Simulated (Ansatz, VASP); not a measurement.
**HfH2: VASP beside Ansatz**

Contents of INCAR:

```
PREC = Accurate
ENCUT = 520
EDIFF = 1E-8
ISMEAR = -1
SIGMA = 0.03
LREAL = F
LASPH = T
NELM = 80
ALGO = Normal
ISIF = 2
LWAVE = F
LCHARG = F
GGA = CA
LEFG = T
NBANDS = 13
```

Contents of KPOINTS:

```
regular mesh
0
Gamma
  15 15 15
```

POSCAR

```
HfH2
1.0
   -1.7478424935      1.7478424935      2.1660367287
    1.7478424935     -1.7478424935      2.1660367287
    1.7478424935      1.7478424935     -2.1660367287
Hf H
1 2
Direct
    0.0000000000      0.0000000000      0.0000000000
    0.2500000000      0.7500000000      0.5000000000
    0.7500000000      0.2500000000      0.5000000000
```

Input for Ansatz:

```yaml
crystal:
  lattice:
    - [-1.7478424935, 1.7478424935, 2.1660367287]
    - [1.7478424935, -1.7478424935, 2.1660367287]
    - [1.7478424935, 1.7478424935, -2.1660367287]
  atoms:
    - { symbol: Hf, position: [0.0, 0.0, 0.0] }
    - { symbol: H, position: [0.25, 0.75, 0.5] }
    - { symbol: H, position: [0.75, 0.25, 0.5] }
kpoints:
  mp_grid: { grid: [15, 15, 15] }
scf:
  occupations: { method: fermi_dirac, width: 0.03 }
hamiltonian:
  xc: lda
  pseudopotentials: { kind: paw }
output:
  forces: true
  stress: true
  eigenvalues: true
  efg: { contact_densities: true }
  write_density: true
  write_potential: true
  elf: true
  volumetric_format: npy
```

Change from the starting cell: volume scaled by 1.03, PAW files.

Alike in both runs: task electric field gradients; functional LDA; k mesh 15 × 15 × 15; occupations fermi-dirac, width 0.03 eV; no spin polarisation.

|  | VASP | Ansatz |
| --- | --- | --- |
| version | VASP 6.6.1 | Ansatz 0.2.0 |
| potentials or method | VASP PAW LDA potentials, release 64 (Hf_pv, H) | PAW with Ansatz's default frozen-core files, scalar-relativistic |
| plane-wave cutoff (eV) | 520 | 420 |
| valence electrons in the cell | 12 | 28 |

|  | VASP | Ansatz | Ansatz less VASP |
| --- | --- | --- | --- |
| pressure (GPa) | -9.1 | -9.0 | +0.15 |
| traceless stress, the component that is largest in VASP (GPa) | -0.04 | -0.06 | -0.019 |
| size of Vzz on the site where it differs most (V/Å²) | 28.0 | 34.8 | +6.83 |

LDA's correlation is that of Perdew and Zunger in VASP and of Perdew and Wang (1992) in Ansatz. VASP's potentials hold 12 valence electrons a cell and Ansatz's 28, so a difference there can come from the potentials and not from the codes.

Spin-orbit coupling is off throughout.
